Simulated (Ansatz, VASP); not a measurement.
Nb3Pb in VASP and in Ansatz

```xyz
8
Lattice="5.3792 0.0000 0.0000 0.0000 5.3792 0.0000 0.0000 0.0000 5.3792" Properties=species:S:1:pos:R:3 pbc="T T T"
Pb    0.0000    0.0000    0.0000
Pb    2.6896    2.6896    2.6896
Nb    1.3448    0.0000    2.6896
Nb    2.6896    4.0344    0.0000
Nb    4.0344    0.0000    2.6896
Nb    2.6896    1.3448    0.0000
Nb    0.0000    2.6896    4.0344
Nb    0.0000    2.6896    1.3448
```

Alike in both runs: task single point; functional r2SCAN; k mesh 6 × 6 × 6; no spin polarisation.

|  | VASP | Ansatz |
| --- | --- | --- |
| version | VASP 6.6.1 | Ansatz 0.2.0 |
| potentials or method | VASP PAW PBE potentials, release 64 (Pb_d, Nb_sv), cutoff 520 eV | PAW plane waves |
| occupations | fermi-dirac, width 0.1 eV | fermi-dirac |
| valence electrons in the cell | 106 | 106 |

VASP gave:

| Quantity | Value |
| --- | --- |
| pressure (GPa) | -2.5 |

**Question.** What did Ansatz give for the same quantities?

**Answer.** Pressure (GPa): -2.4.

VASP's potentials were made for PBE, not for r2SCAN.

Spin-orbit coupling is off throughout.
